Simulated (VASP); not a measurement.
## Nb2Ga3C3: single point with PBE

Crystal: Nb2Ga3C3.

```
Nb Ga C
1.0
     4.86813    0.00000    0.00000
     0.00000    4.86813    0.00000
     0.00000    0.00000    4.86813
Nb Ga C
2 3 3
Direct
  0.50000 0.50000 0.50000
  0.00000 0.00000 0.00000
  0.00000 0.50000 0.50000
  0.50000 0.00000 0.50000
  0.50000 0.50000 0.00000
  0.50000 0.00000 0.00000
  0.00000 0.50000 0.00000
  0.00000 0.00000 0.50000
```

```yaml
Program: VASP 6.6.1
Task: single point
Functional: PBE
Potentials_or_basis: VASP PAW PBE potentials, release 64 (Nb_sv, Ga_d, C)
Cutoff: 520 eV
k_mesh: 4 × 4 × 4
Occupations: gaussian, width 0.1 eV
Spin: no spin polarisation
Dipole_correction: no
Further_INCAR_settings: ALGO = Normal; EDIFF = 1e-07; NBANDS = 48
```

```yaml
Pressure: 0.0 GPa
```

Levels at points of the mesh, in eV from the Fermi level:
```
           k point  band 35  band 36  band 37  band 38  band 39  band 40  band 41  band 42
(0.00, 0.00, 0.00)    -2.17    -0.80    -0.80    -0.80    -0.07    -0.07    -0.07     0.58
(0.50, 0.00, 0.00)    -2.13    -0.37    -0.37    -0.26    -0.08     0.93     1.33     1.33
(0.50, 0.50, 0.00)    -2.15    -1.13    -0.24     0.01     0.68     0.68     0.71     1.18
(0.50, 0.50, 0.50)    -1.91    -0.56    -0.56    -0.56     0.26     0.26     0.26     0.63
```

It took 51 s on 1 thread of Intel(R) Xeon(R) Platinum 8375C CPU @ 2.90GHz (Ice Lake), with other jobs on the host, peak memory 0.22 GiB.
